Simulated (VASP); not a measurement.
**C: electric field gradients with PBE**

Crystal: C.

```
CELL_PARAMETERS angstrom
0.00000 1.74773 1.78340
1.74773 0.00000 1.78340
1.74773 1.74773 0.00000
ATOMIC_POSITIONS crystal
C 0.50000 0.50000 0.50000
C 0.75000 0.75000 0.75000
```

This cell differs from its parent crystal: equal xx and yy strain of -2 %.

```
Program                : VASP 6.6.1
Task                   : electric field gradients
Functional             : PBE
Potentials or basis    : VASP PAW PBE potentials, release 64 (C)
Cutoff                 : 520 eV
k mesh                 : 20 × 20 × 20
Occupations            : fermi-dirac, width 0.08 eV
Spin                   : no spin polarisation
Dipole correction      : no
Further INCAR settings : ALGO = Normal; EDIFF = 1e-08; NBANDS = 11
```

```json
{"Pressure": "21.7 GPa", "Band gap on the k mesh": "3.96 eV, indirect (least direct gap 5.51 eV)"}
```

Stress tensor (GPa, compression positive):
```
28.40  0.00  0.00
 0.00 28.40  0.00
 0.00  0.00  8.38
```

Levels at points of the mesh, in eV from the valence-band top:
```csv
k point,band 2,band 3,band 4,band 5,band 6,band 7
"(0.00, 0.00, 0.00)",-0.32,0.00,0.00,5.51,5.51,5.77
"(0.50, 0.00, 0.00)",-13.93,-3.20,-2.82,8.28,8.61,9.44
"(0.50, 0.50, 0.00)",-13.38,-6.44,-6.44,5.06,5.06,17.25
"(0.50, 0.00, 0.50)",-13.05,-6.75,-6.75,4.58,4.58,17.34
```

Electric field gradients, principal values (V/Å²):
| atom | least | middle | greatest (by size) |
| --- | --- | --- | --- |
| 1 C | -0.414 | -0.416 | 0.829 |
| 2 C | -0.414 | -0.416 | 0.829 |

Wall time 41 s on 1 thread of Intel(R) Xeon(R) Platinum 8488C (Sapphire Rapids) (shared host), peak memory 0.17 GiB.

Caveat: the cell differs from its parent crystal (equal xx and yy strain of -2 %); without QUAD_EFG the Cq values of the log hold for a quadrupole moment of 1 mb, not for the nuclei. A k mesh can miss the band edges.
